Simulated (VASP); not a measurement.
Runs of VASP 6.6.1 on Hg2Ge3. The structure is that of space group Pm-3m (No. 221), or close to it. The cells are those of the table. The cell was built from a structure type or drawn by symmetry, and may not be a known phase.

```csv
task,cell,k mesh,cutoff (eV),gap on the mesh (eV),pressure (GPa)
single point,"a = 5.261 Å, 5 atoms",8 × 8 × 8,520,none,0.1
single point,"a = 5.110 Å, 5 atoms",4 × 4 × 4,520,none,4.3
single point,"a = 5.256 Å, 5 atoms",4 × 4 × 4,520,none,(a)
relaxation of cell and atoms,"relaxed from a = 5.110 Å, 5 atoms",4 × 4 × 4,600,none,-0.1
```

Alike in all rows: level PBE; potentials or basis VASP PAW PBE potentials, release 64 (Ge_d, Hg); no spin polarisation; smearing gaussian 0.1 eV.

Question: Estimate the missing entries.

Answer: (a) 0.5.

Caveats: spin-orbit coupling is left out, which moves the levels of the heavy elements; the cell stands under pressure (at least some runs).

A k mesh can miss the band edges, and the runs leave out spin-orbit coupling on Ge, Hg.

A gap of «none» marks levels without a gap at the run's occupations.
